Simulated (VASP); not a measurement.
# Pt (R-3m) in VASP: further runs, part 2 of 2

VASP 6.6.1. Earlier steps stand in the parts before.

### 4 Single point, PBEsol (15.20 Å³/atom)

INCAR

```
SYSTEM = Pt
PREC = Accurate ; ENCUT = 520
EDIFF = 1E-7 ; ISMEAR = 0
SIGMA = 0.15 ; LREAL = .False.
LASPH = .True. ; NELM = 80
ALGO = Fast ; ISIF = 2
LWAVE = .False. ; LCHARG = .False.
GGA = PS ; NBANDS = 11
```

KPOINTS

```
Automatic mesh
0
Gamma
  22 22 22
  0 0 0
```

POSCAR

```
Pt
1.0
   -1.3537846252      1.5674222191      1.5674222191
    1.5674222191     -1.3537846252      1.5674222191
    1.5674222191      1.5674222191     -1.3537846252
Pt
1
Direct
    0.0000000000      0.0000000000      0.0000000000
```

Started as:

```sh
$ cat potpaw_PBE.64/Pt/POTCAR > POTCAR
$ mpirun -np 1 vasp_std > vasp.out
```

Wall time 56 s (1 thread of Intel Xeon 6975P-C (Granite Rapids), shared host); peak memory 0.28 GiB.

Results (log left out):

```yaml
Free_energy: -6.5996 eV
Pressure: 11.4 GPa
Band_gap_on_the_k_mesh: zero (bands 5 and 6 overlap by 2.69 eV)
```

Stress tensor (GPa, compression positive):
```
11.44 -9.38 -9.38
-9.38 11.44 -9.38
-9.38 -9.38 11.44
```

Levels at points of the mesh, in eV from the Fermi level:
```tsv
k point	band 3	band 4	band 5	band 6	band 7	band 8
(0.00, 0.00, 0.00)	-4.84	-1.73	-0.44	-0.44	16.02	16.02
(0.50, 0.00, 0.00)	-0.57	-0.51	-0.34	0.37	5.97	14.47
(0.50, 0.50, 0.00)	-1.13	-1.05	1.27	1.90	8.45	10.72
(0.50, 0.50, 0.50)	-1.34	1.66	1.66	7.99	8.22	8.22
```

Caveat: the cell stands under pressure; the PAW data sets were made with another functional, which shifts forces and pressure a little; spin-orbit coupling is left out, which moves the levels of the heavy elements.

### 5 Single point, PBEsol (15.20 Å³/atom)

INCAR

```
  PREC = Accurate
  ENCUT = 520
  EDIFF = 1E-7
  ISMEAR = 0
  SIGMA = 0.15
  LREAL = False
  LASPH = True
  NELM = 80
  ALGO = Fast
  ISIF = 2
  LWAVE = False
  LCHARG = False
  GGA = PS
  NBANDS = 11
```

KPOINTS

```
Automatic mesh
0
Gamma
  22 22 22
```

POSCAR

```
Pt
1.0
   -2.1872991327      1.6183539908      1.6183539908
    1.6183539908     -2.1872991327      1.6183539908
    1.6183539908      1.6183539908     -2.1872991327
Pt
1
Direct
    0.0000000000      0.0000000000      0.0000000000
```

Started as:

```sh
$ cat potpaw_PBE.64/Pt/POTCAR > POTCAR
$ mpirun -np 1 vasp_std > vasp.out
```

Wall time 61 s (1 thread of Intel Xeon 6975P-C (Granite Rapids), shared host); peak memory 0.29 GiB.

Results (log left out):

```yaml
Free_energy: 1.1083 eV
Pressure: 198.3 GPa
Band_gap_on_the_k_mesh: zero (bands 5 and 6 overlap by 8.21 eV)
```

Stress tensor (GPa, compression positive):
```
198.27 187.70 187.70
187.70 198.27 187.70
187.70 187.70 198.27
```

Levels at points of the mesh, in eV from the Fermi level:
```tsv
k point	band 1	band 2	band 3	band 4	band 5	band 6	band 7	band 8	band 9	band 10
(0.00, 0.00, 0.00)	-14.43	-10.25	-6.27	-6.27	3.44	3.44	10.39	13.02	13.02	21.49
(0.50, 0.00, 0.00)	-12.10	-11.60	-2.26	-1.78	0.03	4.91	12.50	16.29	16.85	21.64
(0.50, 0.50, 0.00)	-14.46	-8.27	-3.96	-2.79	-0.93	3.48	3.58	7.17	16.23	21.90
(0.50, 0.50, 0.50)	-12.20	-12.20	-1.55	-1.55	2.06	9.48	9.48	12.03	16.81	16.81
```

Caveat: atoms lie so close that the PAW spheres overlap strongly, which falsifies energies and pressures; the cell stands under pressure; the PAW data sets were made with another functional, which shifts forces and pressure a little; spin-orbit coupling is left out, which moves the levels of the heavy elements.

### 6 Single point, PBEsol (15.81 Å³/atom)

This run uses another cell than the first one, of 15.81 Å³/atom.

INCAR

```
PREC     = Accurate       # precision mode
ENCUT    = 520            # plane-wave cutoff, eV
EDIFF    = 1E-6           # SCF threshold, eV
ISMEAR   = 0              # smearing method
SIGMA    = 0.15           # smearing width, eV
LREAL    = F              # projectors in reciprocal space
LASPH    = T              # aspherical terms in the spheres
NELM     = 80             # most SCF steps
ALGO     = Fast           # electronic algorithm
ISIF     = 2              # what is computed and relaxed
LWAVE    = F              # write WAVECAR
LCHARG   = F              # write CHGCAR
GGA      = PS             # functional
NBANDS   = 11             # bands
```

KPOINTS is that of step 5.

POSCAR

```
Pt
1.0
   -2.0015319814      1.6075414637      1.6075414637
    1.6075414637     -2.0015319814      1.6075414637
    1.6075414637      1.6075414637     -2.0015319814
Pt
1
Direct
    0.0000000000      0.0000000000      0.0000000000
```

Potentials or basis: VASP PAW PBE potentials, release 64 (Pt).

Started as:

```sh
$ cat potpaw_PBE.64/Pt/POTCAR > POTCAR
$ mpirun -np 1 vasp_std > vasp.out
```

It took 62 s on 1 thread of Intel Xeon 6975P-C (Granite Rapids), shared host; peak memory 0.29 GiB.

The run converged. Its results:

| Quantity | Value |
| --- | --- |
| Free energy | -4.3759 eV |
| Pressure | 68.8 GPa |
| Band gap on the k mesh | zero (bands 5 and 6 overlap by 5.14 eV) |

Stress tensor (GPa, compression positive):
```
68.78 80.38 80.38
80.38 68.78 80.38
80.38 80.38 68.78
```

Levels at points of the mesh, in eV from the Fermi level:
```
           k point  band 1  band 2  band 3  band 4  band 5  band 6  band 7  band 8  band 9  band 10
(0.00, 0.00, 0.00)  -10.97   -8.90   -4.41   -4.41    0.75    0.75   12.35   14.93   14.93    24.00
(0.50, 0.00, 0.00)   -8.33   -7.13   -2.52   -2.09    0.15    2.59   12.01   12.51   15.47    20.65
(0.50, 0.50, 0.00)  -10.49   -6.95   -1.97   -1.64    0.82    1.14    1.71    9.05   18.93    22.71
(0.50, 0.50, 0.50)   -8.40   -8.40   -1.38   -1.38    1.91    8.07    8.07    9.26   17.44    17.44
```

Caveat: the cell stands under pressure; the PAW data sets were made with another functional, which shifts forces and pressure a little; spin-orbit coupling is left out, which moves the levels of the heavy elements.

### 7 The runs side by side

```csv
cell,further INCAR settings,gap on the mesh (eV),pressure (GPa)
"a = 2.834 Å, angles 112.6°, 1 atom",ALGO = Fast; EDIFF = 1e-07; NBANDS = 11,none,20.2
"a = 2.482 Å, angles 93.6°, 1 atom",ALGO = Fast; EDIFF = 1e-07; NBANDS = 11,none,38.3
"a = 2.597 Å, angles 105.4°, 1 atom",ALGO = Fast; EDIFF = 1e-07; NBANDS = 11,none,11.4
"a = 3.166 Å, angles 116.4°, 1 atom",ALGO = Fast; EDIFF = 1e-07; NBANDS = 11,none,198.3
"a = 3.029 Å, angles 114.8°, 1 atom",ALGO = Fast; EDIFF = 1e-06; NBANDS = 11,none,68.8
```

Alike in all rows: task single point; level PBEsol; potentials or basis VASP PAW PBE potentials, release 64 (Pt); no spin polarisation; k mesh 22 × 22 × 22; cutoff (eV) 520; smearing gaussian 0.15 eV.

Caveats: the cell stands under pressure; the PAW data sets were made with another functional, which shifts forces and pressure a little; spin-orbit coupling is left out, which moves the levels of the heavy elements; atoms lie so close that the PAW spheres overlap strongly, which falsifies energies and pressures (at least some runs).

Absolute energies hang on the potentials; compare differences alone.
